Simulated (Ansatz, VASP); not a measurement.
**Si3C: VASP beside Ansatz**

```
Si C
1.0
     1.68431   -2.91730    0.00000
     0.00000    0.00000   -5.62548
     5.19530    2.99951    0.00000
Si C
6 2
Direct
  0.50000 0.90230 0.13888
  0.00000 0.97046 0.72055
  0.00000 0.47046 0.27945
  0.50000 0.40230 0.86112
  0.00000 0.56425 0.65617
  0.00000 0.06425 0.34383
  0.50000 0.56299 0.13876
  0.50000 0.06299 0.86124
```

Alike in both runs: functional LDA; k mesh 12 × 8 × 8; occupations gaussian, width 0.01 eV; no spin polarisation.

Ansatz relaxed the structure, and its values are those at the end. VASP's run is a single point on that final structure, the one shown.

|  | VASP | Ansatz |
| --- | --- | --- |
| version | VASP 6.6.1 | Ansatz 0.2.0 |
| potentials or method | VASP PAW LDA potentials, release 64 (Si, C), cutoff 520 eV | scalar-relativistic, plane waves, PAW |
| valence electrons in the cell | 32 | 32 |

Ansatz gave:

| Property | Result |
| --- | --- |
| gap on the k mesh at the Fermi level (eV) | none |
| pressure (GPa) | 0.0 |
| rms of the force components (eV/Å) | 0.004 |

Question: Estimate VASP's values.

Answer: gap on the k mesh at the Fermi level (eV): none; pressure (GPa): 0.2; rms of the force components (eV/Å): 0.008.

LDA's correlation is that of Perdew and Zunger in VASP and of Perdew and Wang (1992) in Ansatz. A gap of «none» marks a metal or a gap that the smearing closes.
